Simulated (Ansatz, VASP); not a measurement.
# One calculation of In3Se, two programs

Contents of INCAR:

```
SYSTEM = In3Se
ALGO     = Normal         ! electronic algorithm
EDIFF    = 1E-6           ! SCF threshold, eV
EDIFFG   = -0.01          ! ionic threshold
ENCUT    = 600            ! plane-wave cutoff, eV
GGA      = PE             ! functional
IBRION   = 2              ! ionic algorithm
ISIF     = 3              ! what is computed and relaxed
ISMEAR   = 0              ! smearing method
LASPH    = .TRUE.         ! aspherical terms in the spheres
LCHARG   = .FALSE.        ! write CHGCAR
LREAL    = .FALSE.        ! projectors in reciprocal space
LWAVE    = .FALSE.        ! write WAVECAR
NELM     = 60             ! most SCF steps
NSW      = 100            ! ionic steps
PREC     = Accurate       ! precision mode
SIGMA    = 0.1            ! smearing width, eV
```

KPOINTS

```
k-points
0
G
  10 10 10
  0 0 0
```

Contents of POSCAR:

```
In3Se
1.0
    4.8060661956      0.0000000000      0.0000000000
    0.0000000000      4.8060661956      0.0000000000
    0.0000000000      0.0000000000      4.8060661956
In Se
3 1
Direct
    0.0000000000      0.5000000000      0.5000000000
    0.5000000000      0.0000000000      0.5000000000
    0.5000000000      0.5000000000      0.0000000000
    0.0000000000      0.0000000000      0.0000000000
```

Input for Ansatz:

```yaml
crystal:
  lattice:
    - [4.8060661956, 0.0, 0.0]
    - [0.0, 4.8060661956, 0.0]
    - [0.0, 0.0, 4.8060661956]
  atoms:
    - { symbol: In, position: [0.0, 0.5, 0.5] }
    - { symbol: In, position: [0.5, 0.0, 0.5] }
    - { symbol: In, position: [0.5, 0.5, 0.0] }
    - { symbol: Se, position: [0.0, 0.0, 0.0] }
basis:
  ecutwfc: 420
kpoints:
  mp_grid: { grid: [10, 10, 10] }
hamiltonian:
  xc: pbe
scf:
  occupations: { method: gaussian, width: 0.1 }
output:
  forces: true
  stress: true
  eigenvalues: true
relax:
  adjacent_minimum: "off"
  f_tol: 0.01
  max_steps: 80
  cell: { stress_tol: 0.05 }
```

Alike in both runs: task relaxation of cell and atoms; functional PBE; k mesh 10 × 10 × 10; occupations gaussian, width 0.1 eV; no spin polarisation.

|  | VASP | Ansatz |
| --- | --- | --- |
| version | VASP 6.6.1 | Ansatz 0.2.0 |
| potentials or method | VASP PAW PBE potentials, release 64 (In_d, Se), cutoff 600 eV | scalar-relativistic, plane waves, PAW |
| valence electrons in the cell | 45 | 55 |

Ansatz gave:

| Property | Result |
| --- | --- |
| gap on the k mesh at the Fermi level, each at its own relaxed structure (eV) | none |
| relaxed volume (Å³/atom) | 27.44 |
| relaxed length of the cell vector where the two differ most in proportion (Å) | 4.788 |

**Question.** What did VASP give for the same quantities?

**Answer.** gap on the k mesh at the Fermi level, each at its own relaxed structure (eV): none; relaxed volume (Å³/atom): 27.50; relaxed length of the cell vector where the two differ most in proportion (Å): 4.792.

A gap of «none» marks a metal or a gap that the smearing closes. VASP's potentials hold 45 valence electrons a cell and Ansatz's 55, so a difference there can come from the potentials and not from the codes.
